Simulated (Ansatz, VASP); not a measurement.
## Al in VASP and in Ansatz

Contents of INCAR:

```
SYSTEM = Al
ALGO = Normal
EDIFF = 1E-7
ENCUT = 520
GGA = PE
ISIF = 2
ISMEAR = -1
LASPH = .TRUE.
LCHARG = .TRUE.
LELF = .TRUE.
LREAL = .FALSE.
LVHAR = .TRUE.
LWAVE = .FALSE.
NBANDS = 8
NELM = 80
PREC = Accurate
SIGMA = 0.05
```

The input KPOINTS:

```
k-points
0
G
  14 14 14
  0 0 0
```

Contents of POSCAR:

```
Al
1.0
   -0.0303597000      2.0088001500      2.0088001500
    2.0088001500     -0.0303597000      2.0088001500
    2.0088001500      2.0088001500     -0.0303597000
Al
1
Direct
    0.0000000000      0.0000000000      0.0000000000
```

Input for Ansatz:

```yaml
crystal:
  lattice:
    - [-0.0303597, 2.00880015, 2.00880015]
    - [2.00880015, -0.0303597, 2.00880015]
    - [2.00880015, 2.00880015, -0.0303597]
  atoms:
    - { symbol: Al, position: [0.0, 0.0, 0.0] }
kpoints:
  mp_grid: { grid: [14, 14, 14] }
scf:
  occupations: { method: fermi_dirac, width: 0.05 }
hamiltonian:
  xc: pbe
  pseudopotentials: { kind: all_electron, lapw: { basis_error: 0.001 } }
output:
  forces: true
  stress: true
  eigenvalues: true
```

Change from the starting cell: equal xy, yz and zx shear strains of -1.5 %.

Alike in both runs: task single point; functional PBE; k mesh 14 × 14 × 14; occupations fermi-dirac, width 0.05 eV; no spin polarisation.

|  | VASP | Ansatz |
| --- | --- | --- |
| version | VASP 6.6.1 | Ansatz 0.2.0 |
| potentials or method | VASP PAW PBE potentials, release 64 (Al), cutoff 520 eV | all-electron LAPW, scalar-relativistic |

```tsv
	VASP	Ansatz	Ansatz less VASP
pressure (GPa)	-0.6	-0.5	+0.04
traceless stress, the component that is largest in VASP (GPa)	-0.10	-0.10	+0.001
```

Ansatz ran all-electron here, and VASP with PAW potentials.
